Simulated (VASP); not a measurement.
Set up this calculation in VASP 6.6.1, as the native input.

- Task: single point
- Functional: r2SCAN
- Potentials or basis: VASP PAW PBE potentials, release 64 (Rb_sv)
- Cutoff: 520 eV
- k mesh: 8 × 8 × 8
- Occupations: methfessel-paxton, width 0.2 eV
- Spin: no spin polarisation
- Dipole correction: no
- Further INCAR settings: ALGO = Normal; EDIFF = 1e-06; NBANDS = 10

Crystal: Rb.

```
Rb
1.0
    -2.86772    2.86772    2.86772
     2.86772   -2.86772    2.86772
     2.86772    2.86772   -2.86772
Rb
1
Cartesian
  0.0000 0.0000 0.0000
```

These files were run (other wordings do the same):

POSCAR

```
Rb
1.0
   -2.8677202310      2.8677202310      2.8677202310
    2.8677202310     -2.8677202310      2.8677202310
    2.8677202310      2.8677202310     -2.8677202310
Rb
1
Direct
    0.0000000000      0.0000000000      0.0000000000
```

INCAR.step1

```
SYSTEM = Rb
  ALGO = Normal
  EDIFF = 1E-4
  ENCUT = 520
  GGA = PE
  ISMEAR = 1
  LASPH = .TRUE.
  LCHARG = .FALSE.
  LREAL = .FALSE.
  LWAVE = .TRUE.
  NBANDS = 10
  NELM = 60
  PREC = Accurate
  SIGMA = 0.2
```

INCAR.step2

```
SYSTEM = Rb
  ALGO = Normal
  EDIFF = 1E-6
  ENCUT = 520
  ISIF = 2
  ISMEAR = 1
  ISTART = 1
  LASPH = .TRUE.
  LCHARG = .FALSE.
  LMIXTAU = .TRUE.
  LREAL = .FALSE.
  LWAVE = .FALSE.
  METAGGA = R2SCAN
  NBANDS = 10
  NELM = 60
  PREC = Accurate
  SIGMA = 0.2
```

KPOINTS

```
k-points
0
G
  8 8 8
  0 0 0
```

Potentials or basis: VASP PAW PBE potentials, release 64 (Rb_sv).

Command:

```console
$ cat potpaw_PBE.64/Rb_sv/POTCAR > POTCAR
$ cp INCAR.step1 INCAR
$ mpirun -np 1 vasp_std > vasp.out
$ cp INCAR.step2 INCAR
$ mpirun -np 1 vasp_std > vasp.out
```

It gave:

The pressure is 0.0 GPa and the band gap on the k mesh is zero (an odd number of electrons rules out a gap without spin polarisation).

Caveat: the PAW data sets were made with another functional, which shifts forces and pressure a little.

Wall time 3.9 min on 1 thread of Intel Xeon 8259CL (shared host), peak memory 0.26 GiB.
